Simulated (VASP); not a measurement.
Input of a VASP 6.6.1 run:

Contents of POSCAR:

```
TiB2
1.0
    2.9631498204      0.0000000000      0.0000000000
   -1.4815749102      2.5661630197      0.0000000000
    0.0000000000      0.0000000000      3.1585228900
Ti B
1 2
Direct
    0.0000000000      0.0000000000      0.0000000000
    0.3333333333      0.6666666667      0.5000000000
    0.6666666667      0.3333333333      0.5000000000
```

The input INCAR.step1:

```
SYSTEM = TiB2
PREC = Accurate
ENCUT = 550
ISMEAR = -1
SIGMA = 0.1
LREAL = .False.
LASPH = .True.
NELM = 120
NBANDS = 16
GGA = PE
ALGO = Normal
EDIFF = 1E-5
LWAVE = .True.
LCHARG = .False.
GGA_COMPAT = .False.
```

INCAR.step2

```
SYSTEM = TiB2
PREC = Accurate
ENCUT = 550
EDIFF = 1E-6
ISMEAR = -1
SIGMA = 0.1
LREAL = .False.
LASPH = .True.
NELM = 120
ALGO = Normal
ISIF = 2
LWAVE = .False.
LCHARG = .False.
METAGGA = R2SCAN
LMIXTAU = .True.
NBANDS = 16
ISTART = 1
GGA_COMPAT = .False.
```

Contents of KPOINTS:

```
Automatic mesh
0
Gamma
  13 13 10
  0 0 0
```

Potentials or basis: VASP PAW PBE potentials, release 64 (Ti_sv, B).

The run is started by

```sh
$ cat potpaw_PBE.64/Ti_sv/POTCAR potpaw_PBE.64/B/POTCAR > POTCAR
$ cp INCAR.step1 INCAR
$ mpirun -np 1 vasp_std > vasp.out
$ cp INCAR.step2 INCAR
$ mpirun -np 1 vasp_std > vasp.out
```

Task: What does it give for the band gap on the k mesh?

Result: Zero (bands 9 and 10 overlap by 0.60 eV).

Task: Estimate the pressure.

Result: 19.2 GPa.

Stress tensor (GPa, compression positive):
```
20.44  0.00  0.00
 0.00 20.44  0.00
 0.00  0.00 16.58
```

Caveat: the cell stands under pressure; the PAW data sets were made with another functional, which shifts forces and pressure a little.
